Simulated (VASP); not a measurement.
# GaSb (I-4m2) in VASP: further runs

Runs on GaSb. Level: LDA. Tasks: single point, relaxation of cell and atoms.

All numbers are computed with VASP 6.6.1; they aren't measurements. Logs are shortened: lines on timing, memory, paths and dates and some standing lists are left out, and cuts for length are marked.

### Step 1. The cell of the first run

The structure is tetragonal, space group I-4m2 (No. 119). The conventional cell has a = 5.381 Å, b = 5.381 Å, c = 3.077 Å, α = 90.00°, β = 90.00°, γ = 90.00°. Within 3.7 Å of Ga (site symmetry -4m2) lie 8 Sb at 2.80 to 3.54 Å and 2 Ga at 3.08 Å. Within 3.7 Å of Sb (site symmetry -4m2) lie 8 Ga at 2.80 to 3.54 Å and 2 Sb at 3.08 Å.

### Step 2. Single point, LDA

Input file INCAR:

```
ALGO = Normal ; EDIFF = 1E-7
ENCUT = 520 ; ISIF = 2
ISMEAR = 0 ; LASPH = T
LCHARG = F ; LREAL = F
LWAVE = F ; NBANDS = 16
NELM = 100 ; PREC = Accurate
SIGMA = 0.1
```

Input file KPOINTS:

```
k-points
0
Gamma
  16 16 16
```

Input file POSCAR:

```
GaSb
1.0
   -2.6903114696      2.6903114696      1.5386446001
    2.6903114696     -2.6903114696      1.5386446001
    2.6903114696      2.6903114696     -1.5386446001
Ga Sb
1 1
Direct
    0.2500000000      0.7500000000      0.5000000000
    0.0000000000      0.0000000000      0.0000000000
```

Potentials or basis: VASP PAW LDA potentials, release 64 (Ga_d, Sb).

Run with:

```bash
$ cat potpaw_LDA.64/Ga_d/POTCAR potpaw_LDA.64/Sb/POTCAR > POTCAR
$ mpirun -np 1 vasp_std > vasp.out
```

OUTCAR:

```text
EDIFF = 1E-7
   ENCUT = 520
   ISIF = 2
   ISMEAR = 0
   LASPH = T
   LREAL = F
   NELM = 100
   PREC = Accurate

 ion  position               nearest neighbor table
   1  0.250  0.750  0.500-   2 2.80   2 2.80   2 2.80   2 2.80
   2  0.000  0.000  0.000-   1 2.80   1 2.80   1 2.80   1 2.80

  LATTYP: Found a body centered tetragonal cell.
 ALAT       =     5.3806229392
 C/A-ratio  =     0.5719206187

  Lattice vectors:

 A1 = (  -2.6903114696,   2.6903114696,   1.5386446001)
 A2 = (   2.6903114696,  -2.6903114696,   1.5386446001)
 A3 = (   2.6903114696,   2.6903114696,  -1.5386446001)

Analysis of symmetry for initial positions (statically):
=====================================================================
 Subroutine PRICEL returns:
 Original cell was already a primitive cell.

 Routine SETGRP: Setting up the symmetry group for a
 body centered tetragonal supercell.

 Subroutine GETGRP returns: Found  8 space group operations
 (whereof  8 operations were pure point group operations)
 out of a pool of 16 trial point group operations.

The static configuration has the point symmetry D_2d.

Analysis of symmetry for dynamics (positions and initial velocities):
=====================================================================
 Subroutine PRICEL returns:
 Original cell was already a primitive cell.

 Routine SETGRP: Setting up the symmetry group for a
 body centered tetragonal supercell.

 Subroutine GETGRP returns: Found  8 space group operations
 (whereof  8 operations were pure point group operations)
 out of a pool of 16 trial point group operations.

The dynamic configuration has the point symmetry D_2d.

 Subroutine INISYM returns: Found  8 space group operations
 (whereof  8 operations are pure point group operations),
 and found     1 'primitive' translations

----------------------------------------------------------------------------------------

                                     Primitive cell

  volume of cell :      44.5455

  direct lattice vectors                    reciprocal lattice vectors
    -2.690311470  2.690311470  1.538644600     0.000000000  0.185852087  0.324961333
     2.690311470 -2.690311470  1.538644600     0.185852087  0.000000000  0.324961333
     2.690311470  2.690311470 -1.538644600     0.185852087  0.185852087  0.000000000

  length of vectors
     4.104019836  4.104019836  4.104019836     0.374353931  0.374353931  0.262834541

  position of ions in fractional coordinates (direct lattice)
[... 73 lines left out ...]
   ISPIN  =      1    spin polarized calculation?
   LNONCOLLINEAR =      F non collinear calculations
   LSORBIT =      F    spin-orbit coupling
   LASPH  =      T    aspherical Exc in radial PAW
   ENCUT  =  520.0 eV  38.22 Ry    6.18 a.u.   7.63  7.63  7.63*2*pi/ulx,y,z
   NELM   =    100;   NELMIN=  2; NELMDL= -5     # of ELM steps
   EDIFF  = 0.1E-06   stopping-criterion for ELM
   LREAL  =      F    real-space projection
   EDIFFG = 0.1E-05   stopping-criterion for IOM
   NSW    =      0    number of steps for IOM
   IBRION =     -1    ionic relax: 0-MD 1-quasi-New 2-CG
   NFREE  =      0    steps in history (QN), initial steepest desc. (CG)
   ISIF   =      2    stress and relaxation
   ISYM   =      2    0-nonsym 1-usesym 2-fastsym
   POTIM  = 0.5000    time-step for ionic-motion
   TEBEG  =    0.0;   TEEND  =   0.0 temperature during run
   PSTRESS=    0.0 pullay stress
   NELECT =      18.0000    total number of electrons
   NUPDOWN=      -1.0000    fix difference up-down
   EMIN   =  10.00;   EMAX   =-10.00  energy-range for DOS
   EFERMI =   0.00;   METHOD = LEGACY
   ISMEAR =     0;   SIGMA  =   0.10  broadening in eV -4-tet -1-fermi 0-gaus
   EFERMI_NEDOS =   21; number of points for ismear=-14 and -15
   IALGO  =     38    algorithm
   IMIX   =      4    mixing-type and parameters
     AMIX     =   0.40;   BMIX     =  1.00
     AMIX_MAG =   1.60;   BMIX_MAG =  1.00
  volume/ion in A,a.u.               =      22.27       150.30
  Fermi-wavevector in a.u.,A,eV,Ry     =   1.210313  2.287161 19.930611  1.464859
  Thomas-Fermi vector in A             =   2.345864
   LORBIT       =      0    0 simple, 1 ext, 2 COOP (PROOUT), +10 PAW based schemes
   GGA     = CA    functional components
   LHFCALC =     F    Hartree Fock is set to
   AEXX    =    0.0000 exact exchange contribution
   IVDW    =     0    specifies the selected vdW correction
   LEPSILON=     F    determine dielectric tensor
   LRPA    =     F    only Hartree local field effects (RPA)
 non-spin polarized calculation
 Gauss-broadening in eV      SIGMA  =   0.10
  energy-cutoff  :      520.00
  volume of cell :       44.55
 maximum number of plane-waves:      1224
   NGX = 15   NGY = 15   NGZ = 15

 number of electron      18.0000003 magnetization

 Free energy of the ion-electron system (eV)
  ---------------------------------------------------
  ext. energy  EPLUGINS =         0.00000000
  ---------------------------------------------------
  free energy    TOTEN  =        -8.37988003 eV

  energy without entropy =       -8.37603748  energy(sigma->0) =       -8.37795875

 E-fermi :   7.3043     XC(G=0): -10.8240

 val. band max:        7.2972085159   @ k =  -0.2500   0.4375   0.2500
 cond. band min:       7.3071373391   @ k =   0.3125   0.0625   0.0625
 fundamental gap:      0.0099288231
 Fermi energy:         7.3043273889

 k-point     1 :       0.0000    0.0000    0.0000
  band No.  band energies     occupation
      1      -7.8162      2.00000
      2      -7.7221      2.00000
      3      -7.7157      2.00000
      4      -7.6731      2.00000
      5      -7.6731      2.00000
      6      -5.2528      2.00000
[... 433 lines left out ...]
      3      -7.7151      2.00000
      4      -7.6732      2.00000
      5      -7.6726      2.00000
      6      -5.2161      2.00000
[... 8 lines left out ...]
     15      17.3129      0.00000
     16      18.1719      0.00000

 [... further k-points ...]
[... 5 lines left out ...]
  --------------------------------------------------------------------------------------
  -------------------------------------------------------------------------------------
  Total        0.0576304      0.0576304      0.0387003      0.0000000      0.0000000      0.0000000
  in kB        2.0728057      2.0728057      1.3919431      0.0000000      0.0000000      0.0000000
  external PRESSURE =       1.8458515 kB  Pullay stress =       0.0000000 kB

 VOLUME and BASIS-vectors are now :
 -----------------------------------------------------------------------------
  energy-cutoff  :      520.00
  volume of cell :       44.55
      direct lattice vectors                 reciprocal lattice vectors
    -2.690311470  2.690311470  1.538644600     0.000000000  0.185852087  0.324961333
     2.690311470 -2.690311470  1.538644600     0.185852087  0.000000000  0.324961333
     2.690311470  2.690311470 -1.538644600     0.185852087  0.185852087  0.000000000

 POSITION                                       TOTAL-FORCE (eV/Angst)
 -----------------------------------------------------------------------------------
      2.69031      0.00000      0.76932        -0.000000      0.000000      0.000000
      0.00000      0.00000      0.00000         0.000000     -0.000000     -0.000000
 -----------------------------------------------------------------------------------
    total drift:                                0.000000     -0.000000     -0.000000

  FREE ENERGIE OF THE ION-ELECTRON SYSTEM (eV)
  ---------------------------------------------------
  free  energy   TOTEN  =        -8.3798800269 eV

  energy  without entropy=       -8.3760374807  energy(sigma->0) =       -8.37795875
```

Wall time 2.5 min (1 thread of Intel Xeon Platinum 8259CL at 2.50GHz (Skylake/Cascade Lake), shared host); peak memory 0.36 GiB.

Results:

| Item | Value |
| --- | --- |
| Free energy | -8.3799 eV |
| Pressure | 0.2 GPa |
| Band gap on the k mesh | zero (band 9 reaches 9.12 eV, above the bottom of band 10 at 4.08 eV) |

Caveat: spin-orbit coupling is left out, which moves the levels of the heavy elements.

### Step 3. Relaxation of cell and atoms, LDA

This run uses another cell than the first one, of 24.12 Å³/atom, 1.083 times its volume.

Input file INCAR:

```
SYSTEM = GaSb
ALGO = Normal
EDIFF = 1E-6
EDIFFG = -0.005
ENCUT = 600
GGA = CA
IBRION = 2
ISIF = 3
ISMEAR = 0
LASPH = .True.
LCHARG = .False.
LREAL = .False.
LWAVE = .False.
NELM = 100
NSW = 100
PREC = Accurate
SIGMA = 0.1
```

Input file KPOINTS:

```
k-points
0
Gamma
  16 16 16
  0 0 0
```

Input file POSCAR:

```
GaSb
1.0
   -2.7534340000      2.7534340000      1.5907070000
    2.7534340000     -2.7534340000      1.5907070000
    2.7534340000      2.7534340000     -1.5907070000
Ga Sb
1 1
Direct
    0.2500000000      0.7500000000      0.5000000000
    0.0000000000      0.0000000000      0.0000000000
```

Potentials or basis: VASP PAW LDA potentials, release 64 (Ga_d, Sb).

Run with:

```bash
$ cat potpaw_LDA.64/Ga_d/POTCAR potpaw_LDA.64/Sb/POTCAR > POTCAR
$ mpirun -np 1 vasp_std > vasp.out
```

It took 16 min on 1 thread of Intel Xeon Platinum 8259CL at 2.50GHz (Skylake/Cascade Lake), shared host; peak memory 0.43 GiB.

Results (log left out):

- Free energy: -8.3804 eV
- Relaxed volume: 22.34 Å³/atom
- Relaxed cell: a = 4.109 Å, b = 4.109 Å, c = 4.109 Å, α = 98.06°, β = 98.06°, γ = 136.02°
- Space group after relaxing (to 0.05 Å): I-4m2 (No. 119)
- Energy gained by relaxing: 25.1 meV/atom
- Ionic steps: 9
- Pressure after relaxing: 0.0 GPa
- Band gap on the k mesh: zero (band 9 reaches 9.06 eV, above the bottom of band 10 at 4.06 eV)

Step by step:
```tsv
step	energy change (eV)	largest force (eV/Å)	pressure (GPa)	volume (Å³)
1	0.0000	0.0000	-4.21	48.24
2	-0.0471	0.0000	1.08	43.95
3	-0.0496	0.0000	-0.01	44.68
4	-0.0495	0.0000	0.15	44.61
5	-0.0499	0.0000	-0.16	44.74
6	-0.0500	0.0000	-0.16	44.78
7	-0.0500	0.0000	-0.28	44.86
8	-0.0500	0.0000	-0.24	44.82
9	-0.0502	0.0000	0.00	44.68
```

Final structure:
```xyz
2
Lattice="-2.6943 2.6943 1.5387 2.6943 -2.6943 1.5387 2.6943 2.6943 -1.5387" Properties=species:S:1:pos:R:3 pbc="T T T"
Ga    2.6943    0.0000    0.7693
Sb    2.6943   -2.6943    1.5387
```

Levels at points of the mesh, in eV from the Fermi level:
| k point | band 6 | band 7 | band 8 | band 9 | band 10 | band 11 | band 12 | band 13 |
| --- | --- | --- | --- | --- | --- | --- | --- | --- |
| (0.00, 0.00, 0.00) | -12.53 | -2.90 | -2.08 | -2.08 | 3.32 | 5.60 | 7.40 | 7.40 |
| (0.50, 0.00, 0.00) | -8.42 | -5.95 | -2.52 | -1.58 | -1.28 | 2.35 | 3.42 | 5.38 |
| (0.50, 0.50, 0.00) | -10.92 | -8.52 | -0.03 | 1.76 | 2.24 | 2.39 | 4.98 | 6.88 |
| (0.50, 0.50, 0.50) | -9.60 | -6.21 | -5.40 | -5.40 | 3.84 | 5.26 | 10.95 | 10.95 |

Caveat: spin-orbit coupling is left out, which moves the levels of the heavy elements.

### Step 4. Single point, LDA

Input file INCAR:

```
SYSTEM = GaSb
ALGO = Normal
EDIFF = 1E-6
ENCUT = 520
ISIF = 2
ISMEAR = 0
LASPH = .True.
LCHARG = .False.
LREAL = .False.
LWAVE = .False.
NBANDS = 16
NELM = 100
PREC = Accurate
SIGMA = 0.15
```

KPOINTS is that of step 3.

Input file POSCAR:

```
GaSb
1.0
   -2.6903114696      2.6903114696      1.5386446001
    2.6903114696     -2.6903114696      1.5386446001
    2.6903114696      2.6903114696     -1.5386446001
Ga Sb
1 1
Direct
    0.2500000000      0.7500000000      0.5000000000
    0.0000000000      0.0000000000      0.0000000000
```

Potentials or basis: VASP PAW LDA potentials, release 64 (Ga_d, Sb).

Run with:

```bash
$ cat potpaw_LDA.64/Ga_d/POTCAR potpaw_LDA.64/Sb/POTCAR > POTCAR
$ mpirun -np 1 vasp_std > vasp.out
```

OUTCAR:

```text
SYSTEM = GaSb
   EDIFF = 1E-6
   ENCUT = 520
   ISIF = 2
   ISMEAR = 0
   LASPH = .True.
   LREAL = .False.
   NELM = 100
   PREC = Accurate

 ion  position               nearest neighbor table
   1  0.250  0.750  0.500-   2 2.80   2 2.80   2 2.80   2 2.80
   2  0.000  0.000  0.000-   1 2.80   1 2.80   1 2.80   1 2.80

  LATTYP: Found a body centered tetragonal cell.
 ALAT       =     5.3806229392
 C/A-ratio  =     0.5719206187

  Lattice vectors:

 A1 = (  -2.6903114696,   2.6903114696,   1.5386446001)
 A2 = (   2.6903114696,  -2.6903114696,   1.5386446001)
 A3 = (   2.6903114696,   2.6903114696,  -1.5386446001)

Analysis of symmetry for initial positions (statically):
=====================================================================
 Subroutine PRICEL returns:
 Original cell was already a primitive cell.

 Routine SETGRP: Setting up the symmetry group for a
 body centered tetragonal supercell.

 Subroutine GETGRP returns: Found  8 space group operations
 (whereof  8 operations were pure point group operations)
 out of a pool of 16 trial point group operations.

The static configuration has the point symmetry D_2d.

Analysis of symmetry for dynamics (positions and initial velocities):
=====================================================================
 Subroutine PRICEL returns:
 Original cell was already a primitive cell.

 Routine SETGRP: Setting up the symmetry group for a
 body centered tetragonal supercell.

 Subroutine GETGRP returns: Found  8 space group operations
 (whereof  8 operations were pure point group operations)
 out of a pool of 16 trial point group operations.

The dynamic configuration has the point symmetry D_2d.

 Subroutine INISYM returns: Found  8 space group operations
 (whereof  8 operations are pure point group operations),
 and found     1 'primitive' translations

----------------------------------------------------------------------------------------

                                     Primitive cell
[... 105 lines left out ...]
   EFERMI =   0.00;   METHOD = LEGACY
   ISMEAR =     0;   SIGMA  =   0.15  broadening in eV -4-tet -1-fermi 0-gaus
   EFERMI_NEDOS =   21; number of points for ismear=-14 and -15
   IALGO  =     38    algorithm
   IMIX   =      4    mixing-type and parameters
     AMIX     =   0.40;   BMIX     =  1.00
     AMIX_MAG =   1.60;   BMIX_MAG =  1.00
  volume/ion in A,a.u.               =      22.27       150.30
  Fermi-wavevector in a.u.,A,eV,Ry     =   1.210313  2.287161 19.930611  1.464859
  Thomas-Fermi vector in A             =   2.345864
   LORBIT       =      0    0 simple, 1 ext, 2 COOP (PROOUT), +10 PAW based schemes
   GGA     = CA    functional components
   LHFCALC =     F    Hartree Fock is set to
   AEXX    =    0.0000 exact exchange contribution
   IVDW    =     0    specifies the selected vdW correction
   LEPSILON=     F    determine dielectric tensor
   LRPA    =     F    only Hartree local field effects (RPA)
 non-spin polarized calculation
 Gauss-broadening in eV      SIGMA  =   0.15
  energy-cutoff  :      520.00
  volume of cell :       44.55
 maximum number of plane-waves:      1224
   NGX = 15   NGY = 15   NGZ = 15

 number of electron      18.0000003 magnetization

 Free energy of the ion-electron system (eV)
  ---------------------------------------------------
  ext. energy  EPLUGINS =         0.00000000
  ---------------------------------------------------
  free energy    TOTEN  =        -8.38226962 eV

  energy without entropy =       -8.37369373  energy(sigma->0) =       -8.37798167

 E-fermi :   7.3083     XC(G=0): -10.8241

 val. band max:        7.3070654159   @ k =   0.3125   0.0625   0.0625
 cond. band min:       7.3174142150   @ k =  -0.3750  -0.3750   0.0625
 fundamental gap:      0.0103487991
 Fermi energy:         7.3083336326

 k-point     1 :       0.0000    0.0000    0.0000
  band No.  band energies     occupation
      1      -7.8151      2.00000
      2      -7.7209      2.00000
      3      -7.7145      2.00000
      4      -7.6719      2.00000
      5      -7.6719      2.00000
      6      -5.2527      2.00000
[... 433 lines left out ...]
      3      -7.7139      2.00000
      4      -7.6720      2.00000
      5      -7.6714      2.00000
      6      -5.2160      2.00000
[... 8 lines left out ...]
     15      17.3133      0.00000
     16      18.1718      0.00000

 [... further k-points ...]
[... 5 lines left out ...]
  --------------------------------------------------------------------------------------
  -------------------------------------------------------------------------------------
  Total        0.0283641      0.0283641      0.0189407      0.0000000      0.0000000      0.0000000
  in kB        1.0201794      1.0201794      0.6812458      0.0000000      0.0000000      0.0000000
  external PRESSURE =       0.9072016 kB  Pullay stress =       0.0000000 kB

 VOLUME and BASIS-vectors are now :
 -----------------------------------------------------------------------------
  energy-cutoff  :      520.00
  volume of cell :       44.55
      direct lattice vectors                 reciprocal lattice vectors
    -2.690311470  2.690311470  1.538644600     0.000000000  0.185852087  0.324961333
     2.690311470 -2.690311470  1.538644600     0.185852087  0.000000000  0.324961333
     2.690311470  2.690311470 -1.538644600     0.185852087  0.185852087  0.000000000

 POSITION                                       TOTAL-FORCE (eV/Angst)
 -----------------------------------------------------------------------------------
      2.69031      0.00000      0.76932         0.000000     -0.000000     -0.000000
      0.00000      0.00000      0.00000        -0.000000      0.000000      0.000000
 -----------------------------------------------------------------------------------
    total drift:                                0.000000     -0.000000      0.000000

  FREE ENERGIE OF THE ION-ELECTRON SYSTEM (eV)
  ---------------------------------------------------
  free  energy   TOTEN  =        -8.3822696166 eV

  energy  without entropy=       -8.3736937312  energy(sigma->0) =       -8.37798167
```

stdout:

```text
POSCAR found type information on POSCAR GaSb
 POSCAR found :  2 types and       2 ions
 scaLAPACK will be used
 LDA part: xc-table for (Slater(with rela. corr.)+CA(PZ))
 , standard interpolation
 POSCAR, INCAR and KPOINTS ok, starting setup
 FFT: planning ... GRIDC
 FFT: planning ... GRID_SOFT
 FFT: planning ... GRID
 WAVECAR not read
 entering main loop
```

Wall time 2 min (1 thread of Intel Xeon Platinum 8259CL at 2.50GHz (Skylake/Cascade Lake), shared host); peak memory 0.36 GiB.

Results:

```yaml
Free_energy: -8.3823 eV
Pressure: 0.1 GPa
Band_gap_on_the_k_mesh: zero (band 9 reaches 9.12 eV, above the bottom of band 10 at 4.08 eV)
```

Levels at points of the mesh, in eV from the Fermi level:
```tsv
k point	band 5	band 6	band 7	band 8	band 9	band 10	band 11	band 12	band 13	band 14
(0.00, 0.00, 0.00)	-14.98	-12.56	-2.88	-2.09	-2.09	3.32	5.59	7.43	7.43	7.97
(0.50, 0.00, 0.00)	-14.95	-8.43	-5.97	-2.53	-1.60	-1.28	2.34	3.43	5.40	8.22
(0.50, 0.50, 0.00)	-14.97	-10.94	-8.54	-0.03	1.76	2.26	2.41	4.97	6.86	8.76
(0.50, 0.50, 0.50)	-14.97	-9.60	-6.22	-5.42	-5.42	3.82	5.23	11.00	11.00	12.85
```

Caveat: spin-orbit coupling is left out, which moves the levels of the heavy elements.

### Step 5. Summary

| task | cell | cutoff (eV) | smearing | gap on the mesh (eV) | pressure (GPa) |
| --- | --- | --- | --- | --- | --- |
| single point | a = 4.104 Å, angles 98.1, 98.1, 136.0°, 2 atoms | 520 | gaussian 0.1 eV | none | 0.2 |
| relaxation of cell and atoms | relaxed from a = 4.206 Å, angles 98.2, 98.2, 135.6°, 2 atoms | 600 | gaussian 0.1 eV | none | 0.0 |
| single point | a = 4.104 Å, angles 98.1, 98.1, 136.0°, 2 atoms | 520 | gaussian 0.15 eV | none | 0.1 |

Alike in all rows: level LDA; potentials or basis VASP PAW LDA potentials, release 64 (Ga_d, Sb); no spin polarisation; k mesh 16 × 16 × 16.

Caveats: spin-orbit coupling is left out, which moves the levels of the heavy elements.

Total energies depend on the potentials used, so only differences within one code and one set of settings carry meaning.
